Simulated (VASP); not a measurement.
# HCl (I4/mmm) in VASP: G0W0 quasiparticle levels with LDA

Aim: the G0W0 quasiparticle levels of HCl with LDA.

Everything below comes from runs of VASP 6.6.1. Logs are shortened: lines on timing, memory, paths and dates and some standing lists are left out, and cuts for length are marked.

**1. The cell of the first run**

Symmetry: I4/mmm, No. 139, tetragonal system. Conventional cell: a = 4.820 Å, b = 4.820 Å, c = 3.061 Å, α = 90.00°, β = 90.00°, γ = 90.00°. Within 2.0 Å of H (site symmetry 4/mmm) lie 2 Cl at 1.53 Å. Within 2.0 Å of Cl (site symmetry 4/mmm) lie 2 H at 1.53 Å.

**2. G0W0 quasiparticle levels, LDA**

The input, POSCAR:

```
HCl
1.0
    0.0000000000      3.4081901881      3.4083414761
    1.5304107880      0.0000000000      3.4083414761
    1.5304107880      3.4081901881      0.0000000000
H Cl
1 1
Direct
    0.0000000000      0.0000000000      0.0000000000
    0.5000000000      0.5000000000      0.5000000000
```

The input, INCAR.step1:

```
PREC     = Accurate       # precision mode
ENCUT    = 500            # plane-wave cutoff, eV
EDIFF    = 1E-8           # SCF threshold, eV
ISMEAR   = 0              # smearing method
SIGMA    = 0.01           # smearing width, eV
LREAL    = F              # projectors in reciprocal space
LASPH    = T              # aspherical terms in the spheres
NELM     = 60             # most SCF steps
ALGO     = Normal         # electronic algorithm
LWAVE    = T              # write WAVECAR
LCHARG   = F              # write CHGCAR
```

The input, INCAR.step2:

```
PREC     = Accurate       # precision mode
ENCUT    = 500            # plane-wave cutoff, eV
EDIFF    = 1E-8           # SCF threshold, eV
ISMEAR   = 0              # smearing method
SIGMA    = 0.01           # smearing width, eV
LREAL    = F              # projectors in reciprocal space
LASPH    = T              # aspherical terms in the spheres
NELM     = 1              # most SCF steps
ALGO     = Exact          # electronic algorithm
LWAVE    = T              # write WAVECAR
LCHARG   = F              # write CHGCAR
NBANDS   = 137            # bands
LOPTICS  = T              # frequency-dependent dielectric function
ISTART   = 1
```

The input, INCAR.step3:

```
PREC     = Accurate       # precision mode
ENCUT    = 500            # plane-wave cutoff, eV
EDIFF    = 1E-8           # SCF threshold, eV
ISMEAR   = 0              # smearing method
SIGMA    = 0.01           # smearing width, eV
LREAL    = F              # projectors in reciprocal space
LASPH    = T              # aspherical terms in the spheres
ALGO     = EVGW0          # electronic algorithm
LWAVE    = F              # write WAVECAR
LCHARG   = F              # write CHGCAR
NELMGW   = 1            
NBANDS   = 137            # bands
ENCUTGW  = 140.0          # cutoff of the response function
NOMEGA   = 96             # frequency points
PRECFOCK = Fast         
ISTART   = 1            
NBANDSGW = 12           
OMEGAMAX = 20
```

The input, KPOINTS:

```
regular mesh
0
Gamma
  6 6 6
```

Potentials or basis: VASP PAW LDA potentials, release 64 (H_GW, Cl_GW).

On the command line:

```sh
cat potpaw_LDA.64/H_GW/POTCAR potpaw_LDA.64/Cl_GW/POTCAR > POTCAR
cp INCAR.step1 INCAR
mpirun -np 1 vasp_std > vasp.out
cp INCAR.step2 INCAR
mpirun -np 1 vasp_std > vasp.out
cp INCAR.step3 INCAR
mpirun -np 1 vasp_std > vasp.out
```

OUTCAR:

```text
PREC = Accurate
   ENCUT = 500
   EDIFF = 1E-8
   ISMEAR = 0
   LREAL = F
   LASPH = T
   NELMGW = 1
   ENCUTGW = 140.0
   PRECFOCK = Fast
   ISTART = 1

 ion  position               nearest neighbor table
   1  0.000  0.000  0.000-   2 1.53   2 1.53
   2  0.500  0.500  0.500-   1 1.53   1 1.53

  LATTYP: Found a face centered orthorhombic cell.
 ALAT       =     3.0608215760
 B/A-ratio  =     2.2269773677
 C/A-ratio  =     2.2270762222

  Lattice vectors:

 A1 = (   0.0000000000,   3.4081901881,   3.4083414761)
 A2 = (   1.5304107880,   0.0000000000,   3.4083414761)
 A3 = (   1.5304107880,   3.4081901881,   0.0000000000)

Analysis of symmetry for initial positions (statically):
=====================================================================
 Subroutine PRICEL returns:
 Original cell was already a primitive cell.

 Routine SETGRP: Setting up the symmetry group for a
 face centered orthorhombic supercell.

 Subroutine GETGRP returns: Found  8 space group operations
 (whereof  8 operations were pure point group operations)
 out of a pool of  8 trial point group operations.

The static configuration has the point symmetry D_2h.

Analysis of symmetry for dynamics (positions and initial velocities):
=====================================================================
 Subroutine PRICEL returns:
 Original cell was already a primitive cell.

 Routine SETGRP: Setting up the symmetry group for a
 face centered orthorhombic supercell.

 Subroutine GETGRP returns: Found  8 space group operations
 (whereof  8 operations were pure point group operations)
 out of a pool of  8 trial point group operations.

The dynamic configuration has the point symmetry D_2h.

 Subroutine INISYM returns: Found  8 space group operations
 (whereof  8 operations are pure point group operations),
 and found     1 'primitive' translations

----------------------------------------------------------------------------------------

                                     Primitive cell

  volume of cell :      35.5553

  direct lattice vectors                    reciprocal lattice vectors
     0.000000000  3.408190188  3.408341476    -0.326709668  0.146705428  0.146698916
     1.530410788  0.000000000  3.408341476     0.326709668 -0.146705428  0.146698916
     1.530410788  3.408190188  0.000000000     0.326709668  0.146705428 -0.146698916

  length of vectors
     4.820015765  3.736167662  3.736029649     0.387017133  0.387017133  0.387017133

  position of ions in fractional coordinates (direct lattice)
     0.000000000  0.000000000  0.000000000
     0.500000000  0.500000000  0.500000000

  ion indices of the primitive-cell ions
   primitive index   ion index
                 1           1
                 2           2

----------------------------------------------------------------------------------------

 KPOINTS: regular mesh

Automatic generation of k-mesh.
 Grid dimensions read from file:
 generate k-points for:    6    6    6

 Generating k-lattice:

  Cartesian coordinates                     Fractional coordinates (reciprocal lattice)
    -0.054451611  0.024450905  0.024449819     0.166666667  0.000000000  0.000000000
     0.054451611 -0.024450905  0.024449819     0.000000000  0.166666667  0.000000000
     0.054451611  0.024450905 -0.024449819    -0.000000000 -0.000000000  0.166666667

  Length of vectors
     0.064502856  0.064502856  0.064502856

  Shift w.r.t. Gamma in fractional coordinates (k-lattice)
     0.000000000  0.000000000  0.000000000

 Subroutine IBZKPT returns following result:
 ===========================================

 Found     46 irreducible k-points:

 Following reciprocal coordinates:
            Coordinates               Weight
  0.000000  0.000000  0.000000      1.000000
  0.166667  0.000000  0.000000      8.000000
  0.333333  0.000000  0.000000      8.000000
  0.500000  0.000000  0.000000      4.000000
  0.166667  0.166667  0.000000      2.000000
  0.333333  0.166667 -0.000000      8.000000
[... 16 lines left out ...]
 -0.166667  0.166667  0.166667      8.000000
  0.500000  0.333333  0.166667      4.000000
 [... further k-points ...]
   k-points           NKPTS =     46   k-points in BZ     NKDIM =    216   number of bands    NBANDS=    137
   number of dos      NEDOS =    301   number of ions     NIONS =      2
   total plane-waves  NPLWV =  28224
   dimension x,y,z NGX =    36 NGY =   28 NGZ =   28
   dimension x,y,z NGXF=    72 NGYF=   56 NGZF=   56
   ions per type =               1   1
   NGX,Y,Z   is equivalent  to a cutoff of  12.42, 12.46, 12.46 a.u.
   NGXF,Y,Z  is equivalent  to a cutoff of  24.83, 24.92, 24.92 a.u.
 SYSTEM =  unknown system
   PREC   = accura    normal or accurate (medium, high low for compatibility)
   ISTART =      1    job   : 0-new  1-cont  2-samecut
   ICHARG =      0    charge: 1-file 2-atom 10-const
   ISPIN  =      1    spin polarized calculation?
   LNONCOLLINEAR =      F non collinear calculations
   LSORBIT =      F    spin-orbit coupling
   LASPH  =      T    aspherical Exc in radial PAW
   ENCUT  =  500.0 eV  36.75 Ry    6.06 a.u.   8.79  6.81  6.81*2*pi/ulx,y,z
   NELM   =     60;   NELMIN=  2; NELMDL=  0     # of ELM steps
   EDIFF  = 0.1E-07   stopping-criterion for ELM
   LREAL  =      F    real-space projection
   EDIFFG = 0.1E-06   stopping-criterion for IOM
   NSW    =      0    number of steps for IOM
   IBRION =     -1    ionic relax: 0-MD 1-quasi-New 2-CG
   NFREE  =      0    steps in history (QN), initial steepest desc. (CG)
   ISIF   =      0    stress and relaxation
   ISYM   =      3    0-nonsym 1-usesym 2-fastsym
   POTIM  = 0.5000    time-step for ionic-motion
   TEBEG  =    0.0;   TEEND  =   0.0 temperature during run
   PSTRESS=    0.0 pullay stress
   NELECT =       8.0000    total number of electrons
   NUPDOWN=      -1.0000    fix difference up-down
   EMIN   =  10.00;   EMAX   =-10.00  energy-range for DOS
   EFERMI =   0.00;   METHOD = LEGACY
   ISMEAR =     0;   SIGMA  =   0.01  broadening in eV -4-tet -1-fermi 0-gaus
   EFERMI_NEDOS =   21; number of points for ismear=-14 and -15
   IALGO  =     38    algorithm
   IMIX   =      4    mixing-type and parameters
     AMIX     =   0.40;   BMIX     =  1.00
     AMIX_MAG =   1.60;   BMIX_MAG =  1.00
  volume/ion in A,a.u.               =      17.78       119.97
  Fermi-wavevector in a.u.,A,eV,Ry     =   0.995718  1.881635 13.489565  0.991455
  Thomas-Fermi vector in A             =   2.127758
   LORBIT       =      0    0 simple, 1 ext, 2 COOP (PROOUT), +10 PAW based schemes
   GGA     = CA    functional components
   LHFCALC =     T    Hartree Fock is set to
   PRECFOCK=fast      Normal, Fast or Accurate (Low or Medium for compatibility)
   ENCUT4O =  -1.0   cutoff for four orbital integrals eV
   NKREDX  =     1    reduce k-point grid by
   NKREDY  =     1    reduce k-point grid by
   NKREDZ  =     1    reduce k-point grid by
   AEXX    =    1.0000 exact exchange contribution
   HFSCREEN=    0.0000 screening length (either q_TF or 0.3 A-1)
   HFSCREENC=   0.0000 screening length for correlation (either q_TF or 0.3 A-1)
   ENCUTFOCK=  -1.0 apply spherical cutoff to Coloumb kernel
   IVDW    =     0    specifies the selected vdW correction
   LEPSILON=     F    determine dielectric tensor
   LRPA    =     F    only Hartree local field effects (RPA)
   LRPAFORCE           =     F    calculate RPA forces
   ENCUTGW             = 140.0    cutoff for response function in eV
   ENCUTGWSOFT         = 112.0    soft cutoff for Coulomb kernel in GW response function in eV
   ENCUTLF             =  -1.0    cutoff for local field effects
   NELMGW              =     1    number of iterations in solving QP/BSE equation
   NELMHF              =     1    number of iterations in the inner HF iteration
   NKREDLFX            =     1    NKREDLFY  =   1   NKREDLFZ  =   1
 non-spin polarized calculation
 Gauss-broadening in eV      SIGMA  =   0.01
  energy-cutoff  :      500.00
  volume of cell :       35.56
 maximum number of plane-waves:       926
  NGX = 20; NGY = 16; NGZ = 16
   NGX = 17   NGY = 13   NGZ = 13
 maximum number of plane-waves:       143

 QP shifts <psi_nk| G(iteration)W_0 |psi_nk>: iteration 1
 for sc-GW calculations column KS-energies equals QP-energies in previous step
 and V_xc(KS)=  KS-energies - (<T + V_ion + V_H > + <T+V_H+V_ion>^1  + <V_x>^1)

 k-point   1 :       0.0000    0.0000    0.0000
  band No.  KS-energies  QP-energies   sigma(KS)   V_xc(KS)     V^pw_x(r,r')   Z            occupation Imag(sigma)

      1     -16.9327     -17.8430     -16.1002     -14.6801     -24.1759       0.6410       2.0000       1.1630
      2      -2.7807      -3.7840     -16.8544     -15.5977     -18.3129       0.7983       2.0000       0.0236
      3      -2.5867      -4.0789     -16.3805     -14.4593     -18.9432       0.7767       2.0000       0.0429
      4      -2.5867      -4.0789     -16.3805     -14.4593     -18.9432       0.7767       2.0000       0.0429
      5       0.8253       1.8167     -12.0841     -13.3198      -8.9732       0.8022       0.0000      -0.0367
      6       4.3220       5.0367      -6.3081      -7.1531      -2.8833       0.8458       0.0000      -0.0450
      7       8.2993       9.4095      -7.5302      -8.8725      -3.7566       0.8270       0.0000      -0.0509
      8      13.5037      14.9637      -9.7671     -11.6750      -4.6996       0.7652       0.0000      -0.1220
      9      13.5037      14.9637      -9.7671     -11.6750      -4.6996       0.7652       0.0000      -0.1220
     10      14.5693      16.2039     -10.0377     -12.0585      -5.0548       0.8089       0.0000      -0.1990
     11      15.2336      15.8782      -7.1554      -8.0050      -2.1443       0.7586       0.0000      -0.2945
     12      15.2336      15.8782      -7.1554      -8.0050      -2.1443       0.7586       0.0000      -0.2945

 k-point   2 :       0.1667    0.0000    0.0000
  band No.  KS-energies  QP-energies   sigma(KS)   V_xc(KS)     V^pw_x(r,r')   Z            occupation Imag(sigma)
[... 353 lines left out ...]
      1     -16.6890     -17.6142     -16.3369     -14.9035     -24.3160       0.6454       2.0000       1.1078
      2      -4.0877      -5.6981     -14.9159     -12.8179     -17.7255       0.7676       2.0000       0.0579
      3      -2.9634      -4.4852     -15.9829     -14.0188     -18.6006       0.7748       2.0000       0.0457
      4      -2.9254      -3.9469     -16.7401     -15.4573     -18.2298       0.7963       2.0000       0.0238
      5       0.5663       1.5327     -11.9177     -13.1197      -8.8864       0.8040       0.0000      -0.0355
      6       6.9243       7.7667      -7.2304      -8.2464      -3.6080       0.8291       0.0000      -0.0552
      7       9.3006      10.3744      -7.7379      -9.0508      -3.7812       0.8179       0.0000      -0.0657
      8      11.2972      12.4385      -8.0653      -9.4926      -3.7758       0.7997       0.0000      -0.0893
      9      13.4527      14.8609      -9.4626     -11.2895      -4.4716       0.7709       0.0000      -0.1219
     10      14.9358      16.4083     -10.5914     -12.5794      -5.0263       0.7407       0.0000      -0.1891
     11      16.3627      17.0637      -7.5699      -8.4761      -2.3633       0.7736       0.0000      -0.4025
     12      16.9801      17.9651      -8.2138      -9.4378      -2.9353       0.8048       0.0000      -0.4593

 [... further k-points ...]
```

It took 30 min on 1 thread of Intel Xeon Platinum 8488C (Sapphire Rapids), shared host; peak memory 0.92 GiB.

What came out:

```
Quasiparticle gap                                   : 5.04 eV
Least direct quasiparticle gap                      : 5.34 eV
Band gap of the starting levels on the mesh         : 2.61 eV
Least direct gap of the starting levels on the mesh : 2.96 eV
```

Caveat: the k points lie up to 0.41 Å⁻¹ apart; bands, screening cutoff and mesh are small and nothing is extrapolated, so the quasiparticle values aren't converged.
